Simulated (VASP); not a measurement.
# Bi4O (Im-3m) in VASP: notebook, part 2 of 3

VASP 6.6.1. The steps go on from the part before.

### Step 3. Single point, PBE

This run uses another cell than the first one, of 27.78 Å³/atom.

INCAR

```
PREC = Accurate
ENCUT = 520
EDIFF = 1E-6
ISMEAR = 0
SIGMA = 0.1
LREAL = False
LASPH = True
NELM = 60
ALGO = Normal
ISIF = 2
LWAVE = False
LCHARG = False
GGA = PE
NBANDS = 41
```

KPOINTS

```
Automatic mesh
0
Gamma
  8 8 8
```

POSCAR

```
Bi4O
1.0
   -3.2624691427      3.2624691427      3.2624691427
    3.2624691427     -3.2624691427      3.2624691427
    3.2624691427      3.2624691427     -3.2624691427
Bi O
4 1
Direct
    0.0000000000      0.0000000000      0.5000000000
    0.0000000000      0.5000000000      0.0000000000
    0.5000000000      0.0000000000      0.0000000000
    0.5000000000      0.5000000000      0.5000000000
    0.0000000000      0.0000000000      0.0000000000
```

Potentials or basis: VASP PAW PBE potentials, release 64 (Bi_d, O).

Run with:

```bash
$ cat potpaw_PBE.64/Bi_d/POTCAR potpaw_PBE.64/O/POTCAR > POTCAR
$ mpirun -np 1 vasp_std > vasp.out
```

OUTCAR:

```text
PREC = Accurate
   ENCUT = 520
   EDIFF = 1E-6
   ISMEAR = 0
   LREAL = False
   LASPH = True
   NELM = 60
   ISIF = 2
   GGA = PE

 ion  position               nearest neighbor table
   1  0.000  0.000  0.500-   5 2.83   5 2.83   4 3.26   2 3.26   3 3.26   2 3.26   3 3.26   4 3.26

   2  0.000  0.500  0.000-   5 2.83   5 2.83   4 3.26   1 3.26   3 3.26   1 3.26   4 3.26   3 3.26

   3  0.500  0.000  0.000-   5 2.83   5 2.83   4 3.26   1 3.26   4 3.26   2 3.26   1 3.26   2 3.26

   4  0.500  0.500  0.500-   5 2.83   5 2.83   3 3.26   1 3.26   3 3.26   2 3.26   1 3.26   2 3.26

   5  0.000  0.000  0.000-   1 2.83   2 2.83   3 2.83   4 2.83   1 2.83   2 2.83   3 2.83   4 2.83

  LATTYP: Found a body centered cubic cell.
 ALAT       =     6.5249382854

  Lattice vectors:

 A1 = (  -3.2624691427,   3.2624691427,   3.2624691427)
 A2 = (   3.2624691427,  -3.2624691427,   3.2624691427)
 A3 = (   3.2624691427,   3.2624691427,  -3.2624691427)

Analysis of symmetry for initial positions (statically):
=====================================================================
 Subroutine PRICEL returns:
 Original cell was already a primitive cell.

 Routine SETGRP: Setting up the symmetry group for a
 body centered cubic supercell.

 Subroutine GETGRP returns: Found 48 space group operations
 (whereof 48 operations were pure point group operations)
 out of a pool of 48 trial point group operations.

The static configuration has the point symmetry O_h .

Analysis of symmetry for dynamics (positions and initial velocities):
=====================================================================
 Subroutine PRICEL returns:
 Original cell was already a primitive cell.

 Routine SETGRP: Setting up the symmetry group for a
 body centered cubic supercell.

 Subroutine GETGRP returns: Found 48 space group operations
 (whereof 48 operations were pure point group operations)
[... 127 lines left out ...]
     AMIX     =   0.40;   BMIX     =  1.00
     AMIX_MAG =   1.60;   BMIX_MAG =  1.00
  volume/ion in A,a.u.               =      27.78       187.47
  Fermi-wavevector in a.u.,A,eV,Ry     =   1.277487  2.414100 22.204332  1.631972
  Thomas-Fermi vector in A             =   2.410084
   LORBIT       =      0    0 simple, 1 ext, 2 COOP (PROOUT), +10 PAW based schemes
   GGA     = PE    functional components
   LHFCALC =     F    Hartree Fock is set to
   AEXX    =    0.0000 exact exchange contribution
   IVDW    =     0    specifies the selected vdW correction
   LEPSILON=     F    determine dielectric tensor
   LRPA    =     F    only Hartree local field effects (RPA)
 non-spin polarized calculation
 Gauss-broadening in eV      SIGMA  =   0.10
  energy-cutoff  :      520.00
  volume of cell :      138.90
 maximum number of plane-waves:      3784
   NGX = 21   NGY = 21   NGZ = 21

 number of electron      65.9999975 magnetization

 Free energy of the ion-electron system (eV)
  ---------------------------------------------------
  ext. energy  EPLUGINS =         0.00000000
  ---------------------------------------------------
  free energy    TOTEN  =       -20.40312559 eV

  energy without entropy =      -20.38911407  energy(sigma->0) =      -20.39611983

 E-fermi :   6.8344     XC(G=0): -10.0089

 val. band max:        6.8247658806   @ k =   0.0000   0.0000   0.0000
 cond. band min:       6.8809196112   @ k =   0.1250   0.1250   0.0000
 fundamental gap:      0.0561537306
 Fermi energy:         6.8344191587

 k-point     1 :       0.0000    0.0000    0.0000
  band No.  band energies     occupation
      1     -16.2308      2.00000
      2     -16.2308      2.00000
      3     -16.1537      2.00000
      4     -16.0929      2.00000
      5     -16.0929      2.00000
      6     -16.0929      2.00000
[... 1045 lines left out ...]
     40      11.6541      0.00000
     41      12.1297      0.00000

 [... further k-points ...]

------------------------ aborting loop because EDIFF is reached ----------------------------------------

  FORCE on cell =-STRESS in cart. coord.  units (eV):
  Direction    XX          YY          ZZ          XY          YZ          ZX
  --------------------------------------------------------------------------------------
  -------------------------------------------------------------------------------------
  Total       -0.0456869     -0.0456869     -0.0456869     -0.0000000      0.0000000      0.0000000
  in kB       -0.5269909     -0.5269909     -0.5269909     -0.0000000      0.0000000      0.0000000
  external PRESSURE =      -0.5269909 kB  Pullay stress =       0.0000000 kB

 VOLUME and BASIS-vectors are now :
 -----------------------------------------------------------------------------
  energy-cutoff  :      520.00
  volume of cell :      138.90
      direct lattice vectors                 reciprocal lattice vectors
    -3.262469143  3.262469143  3.262469143     0.000000000  0.153258155  0.153258155
     3.262469143 -3.262469143  3.262469143     0.153258155  0.000000000  0.153258155
     3.262469143  3.262469143 -3.262469143     0.153258155  0.153258155  0.000000000

 POSITION                                       TOTAL-FORCE (eV/Angst)
 -----------------------------------------------------------------------------------
      1.63123      1.63123     -1.63123        -0.000000      0.000000     -0.000000
      1.63123     -1.63123      1.63123        -0.000000      0.000000      0.000000
     -1.63123      1.63123      1.63123         0.000000     -0.000000     -0.000000
      1.63123      1.63123      1.63123         0.000000     -0.000000      0.000000
      0.00000      0.00000      0.00000         0.000000     -0.000000     -0.000000
 -----------------------------------------------------------------------------------
    total drift:                               -0.000000     -0.000000      0.000000

  FREE ENERGIE OF THE ION-ELECTRON SYSTEM (eV)
  ---------------------------------------------------
  free  energy   TOTEN  =       -20.4031255934 eV

  energy  without entropy=      -20.3891140701  energy(sigma->0) =      -20.39611983
```

OSZICAR:

```text
N       E                     dE             d eps       ncg     rms          rms(c)
DAV:   1     0.802502654401E+03    0.80250E+03   -0.33894E+04  2378   0.199E+03
DAV:   2     0.818459526901E+02   -0.72066E+03   -0.70294E+03  2386   0.551E+02
DAV:   3    -0.174951674004E+02   -0.99341E+02   -0.96276E+02  2928   0.211E+02
[... 11 lines left out ...]
DAV:  15    -0.204034690182E+02   -0.38040E-03   -0.27646E-03  2441   0.209E-01    0.160E-01
DAV:  16    -0.204031725541E+02    0.29646E-03   -0.45620E-04  2472   0.103E-01    0.654E-02
DAV:  17    -0.204031278782E+02    0.44676E-04   -0.30768E-04  2209   0.615E-02    0.151E-02
DAV:  18    -0.204031256867E+02    0.21915E-05   -0.27388E-05  2000   0.259E-02    0.388E-03
DAV:  19    -0.204031255934E+02    0.93241E-07   -0.24717E-06  2043   0.911E-03
   1 F= -.20403126E+02 E0= -.20396120E+02  d E =-.140115E-01
```

It took 2.4 min on 1 thread of Intel Xeon 6975P-C (Granite Rapids), shared host; peak memory 0.3 GiB.

Results:

- Free energy: -20.4031 eV
- Pressure: -0.1 GPa
- Band gap on the k mesh: zero (bands 33 and 34 overlap by 1.62 eV)

Caveat: spin-orbit coupling is left out, which moves the levels of the heavy elements.

### Step 4. Relaxation of cell and atoms, PBE

INCAR

```
SYSTEM = Bi4O
PREC     = Accurate       ! precision mode
ENCUT    = 600            ! plane-wave cutoff, eV
EDIFF    = 1E-6           ! SCF threshold, eV
ISMEAR   = 0              ! smearing method
SIGMA    = 0.1            ! smearing width, eV
LREAL    = .False.        ! projectors in reciprocal space
LASPH    = .True.         ! aspherical terms in the spheres
NELM     = 60             ! most SCF steps
ALGO     = Normal         ! electronic algorithm
ISIF     = 3              ! what is computed and relaxed
LWAVE    = .False.        ! write WAVECAR
LCHARG   = .False.        ! write CHGCAR
GGA      = PE             ! functional
IBRION   = 2              ! ionic algorithm
NSW      = 100            ! ionic steps
EDIFFG   = -0.01          ! ionic threshold
```

KPOINTS

```
regular mesh
0
Gamma
  8 8 8
  0 0 0
```

Changes to POSCAR since step 3:

```diff
@@ -2,5 +2,5 @@
 1.0
-   -3.2624691427      3.2624691427      3.2624691427
-    3.2624691427     -3.2624691427      3.2624691427
-    3.2624691427      3.2624691427     -3.2624691427
+   -3.2407509700      3.2407509700      3.2407509700
+    3.2407509700     -3.2407509700      3.2407509700
+    3.2407509700      3.2407509700     -3.2407509700
 Bi O
```

Run with:

```bash
$ cat potpaw_PBE.64/Bi_d/POTCAR potpaw_PBE.64/O/POTCAR > POTCAR
$ mpirun -np 1 vasp_std > vasp.out
```

Wall time 5.9 min (1 thread of Intel Xeon 6975P-C (Granite Rapids), shared host); peak memory 0.41 GiB.

The run converged. Its results:

```
Free energy                           : -20.4033 eV
Relaxed volume                        : 27.77 Å³/atom
Relaxed cell                          : a = 5.650 Å, b = 5.650 Å, c = 5.650 Å, α = 109.47°, β = 109.47°, γ = 109.47°
Space group after relaxing (to 0.1 Å) : Im-3m (No. 229)
Energy gained by relaxing             : 2.0 meV/atom
Ionic steps                           : 3
Pressure after relaxing               : 0.0 GPa
Band gap on the k mesh                : zero (bands 33 and 34 overlap by 1.62 eV)
```

Step by step:
```tsv
step	energy change (eV)	largest force (eV/Å)	pressure (GPa)	volume (Å³)
1	0.0000	0.0000	1.22	136.14
2	-0.0073	0.0000	-0.60	140.29
3	-0.0100	0.0000	0.01	138.84
```

Final structure:
```yaml
crystal:
  lattice:
    - [-3.26198, 3.26198, 3.26198]
    - [3.26198, -3.26198, 3.26198]
    - [3.26198, 3.26198, -3.26198]
  atoms:
    - { symbol: Bi, position: [0.00000, 0.00000, 0.50000] }
    - { symbol: Bi, position: [0.00000, 0.50000, 0.00000] }
    - { symbol: Bi, position: [0.50000, 0.00000, 0.00000] }
    - { symbol: Bi, position: [0.50000, 0.50000, 0.50000] }
    - { symbol: O, position: [0.00000, 0.00000, 0.00000] }
```

Levels at points of the mesh, in eV from the Fermi level:
| k point | band 30 | band 31 | band 32 | band 33 | band 34 | band 35 | band 36 | band 37 |
| --- | --- | --- | --- | --- | --- | --- | --- | --- |
| (0.00, 0.00, 0.00) | -3.10 | -3.10 | -0.01 | -0.01 | -0.01 | 2.74 | 2.74 | 3.89 |
| (0.50, 0.00, 0.00) | -2.29 | -1.11 | -0.97 | -0.23 | 0.79 | 0.85 | 0.90 | 1.71 |
| (0.50, 0.50, 0.50) | -2.28 | -2.28 | -1.41 | -1.41 | -1.41 | 4.83 | 4.83 | 4.83 |

Caveat: spin-orbit coupling is left out, which moves the levels of the heavy elements.

[end of part 2 of 3]

The gap in the log of VASP goes by the Fermi energy; the results here count the filled bands.